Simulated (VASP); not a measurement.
# Mg2CdO3 (P-3m1) in VASP: further runs

Mg2CdO3 is run at these levels: PBE; tasks: single point, relaxation of cell and atoms.

All numbers are computed with VASP 6.6.1; they aren't measurements. Logs are shortened: lines on timing, memory, paths and dates and some standing lists are left out, and cuts for length are marked.

**1. The cell of the first run**

It takes space group P-3m1 (No. 164, trigonal). The conventional cell has a = 3.118 Å, b = 3.118 Å, c = 7.786 Å, α = 90.00°, β = 90.00°, γ = 120.00°. Within 2.8 Å of Mg (site symmetry 3m) lie 6 O at 2.14 to 2.17 Å. Cd (site symmetry -3m) has 6 O at 2.35 Å and 6 Cd at 3.12 Å and 6 Mg at 3.23 Å within 3.3 Å. Within 3.2 Å of O (site symmetry -3m) lie 6 Mg at 2.17 Å and 12 O at 2.98 to 3.12 Å. O (site symmetry 3m) has 3 Mg at 2.14 Å and 3 Cd at 2.35 Å within 2.8 Å.

**2. Single point, PBE**

The input, INCAR:

```
SYSTEM = Mg2CdO3
PREC = Accurate
ENCUT = 520
EDIFF = 1E-6
ISMEAR = 0
SIGMA = 0.02
LREAL = .FALSE.
LASPH = .TRUE.
NELM = 60
ALGO = Normal
ISIF = 2
LWAVE = .FALSE.
LCHARG = .FALSE.
GGA = PE
NBANDS = 26
```

The input, KPOINTS:

```
Automatic mesh
0
G
  12 12 4
  0 0 0
```

The input, POSCAR:

```
Mg2CdO3
1.0
    3.1180994436      0.0000000000      0.0000000000
   -1.5590497218      2.7003533297      0.0000000000
    0.0000000000      0.0000000000      7.7862967866
Mg Cd O
2 1 3
Direct
    0.3333333333      0.6666666667      0.6562638362
    0.6666666667      0.3333333333      0.3437361638
    0.0000000000      0.0000000000      0.0000000000
    0.0000000000      0.0000000000      0.5000000000
    0.3333333333      0.6666666667      0.1949676237
    0.6666666667      0.3333333333      0.8050323763
```

Potentials or basis: VASP PAW PBE potentials, release 64 (Mg, Cd, O).

Command:

```console
$ cat potpaw_PBE.64/Mg/POTCAR potpaw_PBE.64/Cd/POTCAR potpaw_PBE.64/O/POTCAR > POTCAR
$ mpirun -np 1 vasp_std > vasp.out
```

OUTCAR:

```text
SYSTEM = Mg2CdO3
   PREC = Accurate
   ENCUT = 520
   EDIFF = 1E-6
   ISMEAR = 0
   LREAL = .FALSE.
   LASPH = .TRUE.
   NELM = 60
   ISIF = 2
   GGA = PE

 ion  position               nearest neighbor table
   1  0.333  0.667  0.656-   6 2.14   6 2.14   6 2.14   4 2.17   4 2.17   4 2.17   2 3.03   2 3.03
                             2 3.03   3 3.23   3 3.23   3 3.23
   2  0.667  0.333  0.344-   5 2.14   5 2.14   5 2.14   4 2.17   4 2.17   4 2.17   1 3.03   1 3.03
                             1 3.03   3 3.23   3 3.23   3 3.23
   3  0.000  0.000  0.000-   5 2.35   6 2.35   6 2.35   5 2.35   6 2.35   5 2.35   1 3.23   2 3.23
                             1 3.23   2 3.23   2 3.23   1 3.23
   4  0.000  0.000  0.500-   1 2.17   2 2.17   2 2.17   1 2.17   2 2.17   1 2.17
   5  0.333  0.667  0.195-   2 2.14   2 2.14   2 2.14   3 2.35   3 2.35   3 2.35
   6  0.667  0.333  0.805-   1 2.14   1 2.14   1 2.14   3 2.35   3 2.35   3 2.35

  LATTYP: Found a hexagonal cell.
 ALAT       =     3.1180994436
 C/A-ratio  =     2.4971290773

  Lattice vectors:

 A1 = (   3.1180994436,   0.0000000000,   0.0000000000)
 A2 = (  -1.5590497218,   2.7003533297,   0.0000000000)
 A3 = (   0.0000000000,   0.0000000000,   7.7862967866)

Analysis of symmetry for initial positions (statically):
=====================================================================
 Subroutine PRICEL returns:
 Original cell was already a primitive cell.

 Routine SETGRP: Setting up the symmetry group for a
 hexagonal supercell.

 Subroutine GETGRP returns: Found 12 space group operations
 (whereof 12 operations were pure point group operations)
 out of a pool of 24 trial point group operations.

The static configuration has the point symmetry D_3d.

Analysis of symmetry for dynamics (positions and initial velocities):
=====================================================================
 Subroutine PRICEL returns:
 Original cell was already a primitive cell.

 Routine SETGRP: Setting up the symmetry group for a
 hexagonal supercell.

 Subroutine GETGRP returns: Found 12 space group operations
 (whereof 12 operations were pure point group operations)
 out of a pool of 24 trial point group operations.

The dynamic configuration has the point symmetry D_3d.

 Subroutine INISYM returns: Found 12 space group operations
 (whereof 12 operations are pure point group operations),
 and found     1 'primitive' translations

----------------------------------------------------------------------------------------

                                     Primitive cell

  volume of cell :      65.5604

  direct lattice vectors                    reciprocal lattice vectors
     3.118099444  0.000000000  0.000000000     0.320708181  0.185160954  0.000000000
    -1.559049722  2.700353330  0.000000000     0.000000000  0.370321909  0.000000000
     0.000000000  0.000000000  7.786296787     0.000000000  0.000000000  0.128430758

  length of vectors
     3.118099444  3.118099444  7.786296787     0.370321909  0.370321909  0.128430758

  position of ions in fractional coordinates (direct lattice)
     0.333333333  0.666666667  0.656263836
     0.666666667  0.333333333  0.343736164
     0.000000000  0.000000000  0.000000000
     0.000000000  0.000000000  0.500000000
     0.333333333  0.666666667  0.194967624
     0.666666667  0.333333333  0.805032376

  ion indices of the primitive-cell ions
   primitive index   ion index
                 1           1
                 2           2
                 3           3
                 4           4
                 5           5
                 6           6

----------------------------------------------------------------------------------------

 KPOINTS: Automatic mesh

Automatic generation of k-mesh.
 Grid dimensions read from file:
 generate k-points for:   12   12    4

 Generating k-lattice:

  Cartesian coordinates                     Fractional coordinates (reciprocal lattice)
     0.026725682  0.015430080  0.000000000     0.083333333 -0.000000000  0.000000000
     0.000000000  0.030860159  0.000000000     0.000000000  0.083333333  0.000000000
     0.000000000  0.000000000  0.032107690     0.000000000  0.000000000  0.250000000

  Length of vectors
     0.030860159  0.030860159  0.032107690

  Shift w.r.t. Gamma in fractional coordinates (k-lattice)
     0.000000000  0.000000000  0.000000000

 Subroutine IBZKPT returns following result:
 ===========================================

 Found     69 irreducible k-points:

 Following reciprocal coordinates:
            Coordinates               Weight
  0.000000  0.000000  0.000000      1.000000
  0.083333 -0.000000  0.000000      6.000000
  0.166667 -0.000000  0.000000      6.000000
  0.250000  0.000000  0.000000      6.000000
  0.333333 -0.000000  0.000000      6.000000
  0.416667 -0.000000  0.000000      6.000000
[... 16 lines left out ...]
  0.166667 -0.000000  0.250000      6.000000
  0.000000  0.166667  0.250000      6.000000
[... 77 lines left out ...]
      2     -14.0518      2.00000
      3     -13.6112      2.00000
      4      -4.6734      2.00000
      5      -4.3044      2.00000
      6      -4.3044      2.00000
[... 18 lines left out ...]
     25      17.5364      0.00000
     26      17.5364      0.00000

 k-point     2 :       0.0833   -0.0000    0.0000
  band No.  band energies     occupation
      1     -14.5476      2.00000
      2     -14.0266      2.00000
      3     -13.5826      2.00000
      4      -4.6093      2.00000
      5      -4.3332      2.00000
      6      -4.2517      2.00000
[... 18 lines left out ...]
     25      17.3781      0.00000
     26      17.5413      0.00000

 k-point     3 :       0.1667   -0.0000    0.0000
  band No.  band energies     occupation
      1     -14.3965      2.00000
      2     -13.9564      2.00000
      3     -13.5052      2.00000
      4      -4.5296      2.00000
      5      -4.3091      2.00000
      6      -4.1084      2.00000
[... 18 lines left out ...]
     25      16.1493      0.00000
     26      17.3704      0.00000

 k-point     4 :       0.2500    0.0000    0.0000
  band No.  band energies     occupation
      1     -14.1767      2.00000
      2     -13.8572      2.00000
      3     -13.4018      2.00000
      4      -4.6070      2.00000
      5      -4.1047      2.00000
      6      -3.9543      2.00000
[... 18 lines left out ...]
     25      15.1291      0.00000
     26      17.1937      0.00000

 k-point     5 :       0.3333   -0.0000    0.0000
  band No.  band energies     occupation
      1     -13.9399      2.00000
      2     -13.7495      2.00000
      3     -13.3056      2.00000
      4      -4.7017      2.00000
      5      -4.1715      2.00000
      6      -3.9519      2.00000
[... 18 lines left out ...]
     25      14.8609      0.00000
     26      16.5377      0.00000

 k-point     6 :       0.4167   -0.0000    0.0000
  band No.  band energies     occupation
      1     -13.7670      2.00000
      2     -13.6442      2.00000
      3     -13.2478      2.00000
      4      -4.7819      2.00000
      5      -4.2861      2.00000
      6      -3.9956      2.00000
[... 427 lines left out ...]
 k-point    21 :       0.0833   -0.0000    0.2500
  band No.  band energies     occupation
      1     -14.4928      2.00000
      2     -14.1446      2.00000
      3     -13.5164      2.00000
      4      -4.6279      2.00000
      5      -4.3300      2.00000
      6      -4.2518      2.00000
[... 18 lines left out ...]
     25      17.2275      0.00000
     26      17.3776      0.00000

 k-point    22 :       0.0000    0.0833    0.2500
  band No.  band energies     occupation
      1     -14.4934      2.00000
      2     -14.1433      2.00000
      3     -13.5170      2.00000
      4      -4.6258      2.00000
      5      -4.3322      2.00000
      6      -4.2518      2.00000
[... 18 lines left out ...]
     25      17.2550      0.00000
     26      17.2555      0.00000

 k-point    23 :       0.1667   -0.0000    0.2500
  band No.  band energies     occupation
      1     -14.3462      2.00000
      2     -14.0540      2.00000
      3     -13.4559      2.00000
      4      -4.5437      2.00000
      5      -4.3023      2.00000
      6      -4.1084      2.00000
[... 18 lines left out ...]
     25      16.4608      0.00000
     26      17.2983      0.00000

 k-point    24 :       0.0000    0.1667    0.2500
  band No.  band energies     occupation
      1     -14.3513      2.00000
      2     -14.0452      2.00000
      3     -13.4599      2.00000
      4      -4.5269      2.00000
      5      -4.3194      2.00000
      6      -4.1085      2.00000
[... 18 lines left out ...]
     25      16.2774      0.00000
     26      17.3525      0.00000

 [... further k-points ...]

------------------------ aborting loop because EDIFF is reached ----------------------------------------

  FORCE on cell =-STRESS in cart. coord.  units (eV):
  Direction    XX          YY          ZZ          XY          YZ          ZX
  --------------------------------------------------------------------------------------
  -------------------------------------------------------------------------------------
  Total        0.0429433      0.0429433      0.1348069     -0.0000000      0.0000000     -0.0000000
  in kB        1.0494557      1.0494557      3.2944370     -0.0000000      0.0000000     -0.0000000
  external PRESSURE =       1.7977828 kB  Pullay stress =       0.0000000 kB

 VOLUME and BASIS-vectors are now :
 -----------------------------------------------------------------------------
  energy-cutoff  :      520.00
  volume of cell :       65.56
      direct lattice vectors                 reciprocal lattice vectors
     3.118099444  0.000000000  0.000000000     0.320708181  0.185160954  0.000000000
    -1.559049722  2.700353330  0.000000000     0.000000000  0.370321909  0.000000000
     0.000000000  0.000000000  7.786296787     0.000000000  0.000000000  0.128430758

 POSITION                                       TOTAL-FORCE (eV/Angst)
 -----------------------------------------------------------------------------------
     -0.00000      1.80024      5.10986        -0.000000      0.000000     -0.004225
      1.55905      0.90012      2.67643        -0.000000      0.000000      0.004225
      0.00000      0.00000      0.00000        -0.000000      0.000000      0.000000
      0.00000      0.00000      3.89315        -0.000000      0.000000      0.000000
     -0.00000      1.80024      1.51808         0.000000     -0.000000      0.117039
      1.55905      0.90012      6.26822         0.000000      0.000000     -0.117039
 -----------------------------------------------------------------------------------
    total drift:                               -0.000000      0.000000     -0.000000

  FREE ENERGIE OF THE ION-ELECTRON SYSTEM (eV)
  ---------------------------------------------------
  free  energy   TOTEN  =       -31.2416621349 eV

  energy  without entropy=      -31.2416621349  energy(sigma->0) =      -31.24166213
```

Wall time 86 s (1 thread of Intel Xeon Platinum 8259CL at 2.50GHz (Skylake/Cascade Lake), shared host); peak memory 0.25 GiB.

What came out:

```
Free energy            : -31.2417 eV
Pressure               : 0.2 GPa
Largest force          : 0.117 eV/Å
Band gap on the k mesh : 1.93 eV (least direct gap 2.07 eV)
```

Forces in eV/Å, atoms in the order of the input:
```
Mg   0.000  0.000 -0.004
Mg   0.000  0.000  0.004
Cd   0.000  0.000  0.000
O    0.000  0.000  0.000
O    0.000  0.000  0.117
O    0.000  0.000 -0.117
```

Levels at points of the mesh, in eV from the valence-band top:
```tsv
k point	band 14	band 15	band 16	band 17	band 18	band 19	band 20	band 21
(0.00, 0.00, 0.00)	-0.28	-0.28	-0.14	-0.14	1.93	5.91	6.20	10.18
(0.50, 0.00, 0.00)	-1.21	-0.86	-0.75	-0.44	5.78	5.88	8.53	9.90
(0.00, 0.00, 0.50)	-0.59	-0.59	0.00	0.00	2.95	4.77	6.67	10.41
(0.50, 0.00, 0.50)	-1.36	-1.18	-0.29	-0.13	5.48	5.95	8.75	9.97
```

A k mesh can miss the band edges.

**3. Relaxation of cell and atoms, PBE**

The input, INCAR:

```
  PREC = Accurate
  ENCUT = 600
  EDIFF = 1E-7
  ISMEAR = 0
  SIGMA = 0.02
  LREAL = False
  LASPH = True
  NELM = 100
  ALGO = Normal
  ISIF = 3
  LWAVE = False
  LCHARG = False
  GGA = PE
  IBRION = 2
  NSW = 100
  EDIFFG = -0.01
```

The input, KPOINTS:

```
Automatic mesh
0
Gamma
  12 12 4
```

POSCAR is that of step 2.

Potentials or basis: VASP PAW PBE potentials, release 64 (Mg, Cd, O).

Command:

```console
$ cat potpaw_PBE.64/Mg/POTCAR potpaw_PBE.64/Cd/POTCAR potpaw_PBE.64/O/POTCAR > POTCAR
$ mpirun -np 1 vasp_std > vasp.out
```

Wall time 5.4 min (1 thread of Intel Xeon Platinum 8259CL at 2.50GHz (Skylake/Cascade Lake), shared host); peak memory 0.31 GiB.

It converged, with:

```
Free energy                           : -31.2504 eV
Relaxed volume                        : 10.91 Å³/atom
Relaxed cell                          : a = 3.115 Å, b = 3.115 Å, c = 7.791 Å, α = 90.00°, β = 90.00°, γ = 120.00°
Space group after relaxing (to 0.1 Å) : P-3m1 (No. 164)
Energy gained by relaxing             : 0.2 meV/atom
Ionic steps                           : 4
Pressure after relaxing               : 0.0 GPa
Largest force after relaxing          : 0.005 eV/Å
Band gap on the k mesh                : 1.91 eV (least direct gap 2.06 eV)
```

Forces in eV/Å, atoms in the order of the input:
```
Mg   0.000  0.000 -0.005
Mg   0.000  0.000  0.005
Cd   0.000  0.000  0.000
O    0.000  0.000  0.000
O    0.000  0.000  0.002
O    0.000  0.000 -0.002
```

Step by step:
```
step  energy change (eV)  largest force (eV/Å)  pressure (GPa)  volume (Å³)
   1              0.0000                0.1168           -0.05        65.56
   2             -0.0009                0.0409           -0.03        65.53
   3             -0.0011                0.0564           -0.02        65.51
   4             -0.0013                0.0048            0.00        65.49
```

Final structure:
```xyz
6
Lattice="3.1154 0.0000 0.0000 -1.5577 2.6980 0.0000 0.0000 0.0000 7.7912" Properties=species:S:1:pos:R:3 pbc="T T T"
Mg    0.0000    1.7987    5.1097
Mg    1.5577    0.8993    2.6815
Cd    0.0000    0.0000    7.7912
O     0.0000    0.0000    3.8956
O     0.0000    1.7987    1.5291
O     1.5577    0.8993    6.2621
```

Levels at points of the mesh, in eV from the valence-band top:
| k point | band 14 | band 15 | band 16 | band 17 | band 18 | band 19 | band 20 | band 21 |
| --- | --- | --- | --- | --- | --- | --- | --- | --- |
| (0.00, 0.00, 0.00) | -0.27 | -0.27 | -0.15 | -0.15 | 1.91 | 5.93 | 6.24 | 10.16 |
| (0.50, 0.00, 0.00) | -1.19 | -0.84 | -0.76 | -0.45 | 5.72 | 5.81 | 8.59 | 9.91 |
| (0.00, 0.00, 0.50) | -0.58 | -0.58 | 0.00 | 0.00 | 2.92 | 4.81 | 6.71 | 10.40 |
| (0.50, 0.00, 0.50) | -1.34 | -1.17 | -0.30 | -0.13 | 5.43 | 5.90 | 8.79 | 9.97 |

**4. Single point, PBE**

The input, INCAR:

```
  ALGO = Normal
  EDIFF = 1E-6
  ENCUT = 840
  GGA = PE
  GGA_COMPAT = False
  ISIF = 2
  ISMEAR = 0
  LASPH = True
  LCHARG = True
  LELF = True
  LREAL = False
  LVHAR = True
  LWAVE = False
  NBANDS = 38
  NELM = 120
  PREC = Accurate
  SIGMA = 0.1
```

The input, KPOINTS:

```
k-points
0
Gamma
  6 6 2
```

Changes to POSCAR since step 3:

```diff
@@ -2,4 +2,4 @@
 1.0
-    3.1180994436      0.0000000000      0.0000000000
-   -1.5590497218      2.7003533297      0.0000000000
+    3.1180994436      0.0000000026      0.0000000000
+   -1.5590497241      2.7003533284      0.0000000000
     0.0000000000      0.0000000000      7.7862967866
```

Potentials or basis: VASP PAW PBE potentials, release 64 (Mg_sv, Cd_sv_GW, O).

Command:

```console
$ cat potpaw_PBE.64/Mg_sv/POTCAR potpaw_PBE.64/Cd_sv_GW/POTCAR potpaw_PBE.64/O/POTCAR > POTCAR
$ mpirun -np 1 vasp_std > vasp.out
```

Wall time 48 s (1 thread of Intel Xeon 6975P-C (Granite Rapids), shared host); peak memory 0.3 GiB.

Results (log left out):

```
Free energy            : -31.3181 eV
Pressure               : -0.1 GPa
Largest force          : 0.016 eV/Å
Band gap on the k mesh : 1.94 eV (least direct gap 2.08 eV)
```

Forces in eV/Å, atoms in the order of the input:
```
Mg   0.000  0.000 -0.001
Mg   0.000  0.000  0.001
Cd   0.000  0.000  0.000
O    0.000  0.000  0.000
O    0.000  0.000 -0.016
O    0.000  0.000  0.016
```

Levels at points of the mesh, in eV from the valence-band top:
```tsv
k point	band 27	band 28	band 29	band 30	band 31	band 32
(0.00, 0.00, 0.00)	-0.29	-0.14	-0.14	1.94	5.90	6.21
(0.50, 0.00, 0.00)	-0.86	-0.74	-0.44	5.79	5.86	8.54
(0.00, 0.00, 0.50)	-0.59	0.00	0.00	2.96	4.78	6.66
(0.50, 0.00, 0.50)	-1.17	-0.29	-0.13	5.47	5.97	8.76
```

A k mesh can miss the band edges.

**5. Summary**

| task | potentials or basis | cell | k mesh | cutoff (eV) | smearing | gap on the mesh (eV) | pressure (GPa) | largest force (eV/Å) |
| --- | --- | --- | --- | --- | --- | --- | --- | --- |
| single point | VASP PAW PBE potentials, release 64 (Mg, Cd, O) | a = 3.118, b = 3.118, c = 7.786 Å, angles 90.0, 90.0, 120.0°, 6 atoms | 12 × 12 × 4 | 520 | gaussian 0.02 eV | 1.93 | 0.2 | 0.12 |
| relaxation of cell and atoms | VASP PAW PBE potentials, release 64 (Mg, Cd, O) | relaxed from a = 3.118, b = 3.118, c = 7.786 Å, angles 90.0, 90.0, 120.0°, 6 atoms | 12 × 12 × 4 | 600 | gaussian 0.02 eV | 1.91 | 0.0 | - |
| single point | VASP PAW PBE potentials, release 64 (Mg_sv, Cd_sv_GW, O) | a = 3.118, b = 3.118, c = 7.786 Å, angles 90.0, 90.0, 120.0°, 6 atoms | 6 × 6 × 2 | 840 | gaussian 0.1 eV | 1.94 | -0.1 | 0.02 |

Alike in all rows: level PBE; no spin polarisation.

Absolute energies hang on the potentials; compare differences alone.
